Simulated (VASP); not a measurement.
Li2Se, 3 atoms in the cell. Symmetry: Fm-3m, No. 225, cubic system. Conventional cell: a = 5.865 Å, b = 5.865 Å, c = 5.865 Å, α = 90.00°, β = 90.00°, γ = 90.00°. Li (site symmetry -43m) has 4 Se at 2.54 Å and 6 Li at 2.93 Å within 3.4 Å. Within 3.4 Å of Se (site symmetry m-3m) lie 8 Li at 2.54 Å. 

| Item | Value |
| --- | --- |
| Program | VASP 6.6.1 |
| Task | single point |
| Functional | r2SCAN |
| Potentials or basis | VASP PAW PBE potentials, release 64 (Li_sv, Se) |
| Cutoff | 830 eV |
| k mesh | 8 × 8 × 8 |
| Occupations | gaussian, width 0.02 eV |
| Spin | no spin polarisation |
| Dipole correction | no |
| Further INCAR settings | ALGO = Normal; EDIFF = 1e-06; NBANDS = 13 |

Potentials or basis: VASP PAW PBE potentials, release 64 (Li_sv, Se).

Run with:

```sh
$ cat potpaw_PBE.64/Li_sv/POTCAR potpaw_PBE.64/Se/POTCAR > POTCAR
$ cp INCAR.step1 INCAR
$ mpirun -np 1 vasp_std > vasp.out
$ cp INCAR.step2 INCAR
$ mpirun -np 1 vasp_std > vasp.out
```

Hardware: 1 thread of Intel Xeon 8259CL (shared host).

Question: Estimate the wall time of this run.

Answer: Wall time 6.4 min on 1 thread of Intel Xeon 8259CL (shared host), peak memory 0.28 GiB. Counts: k points 29.
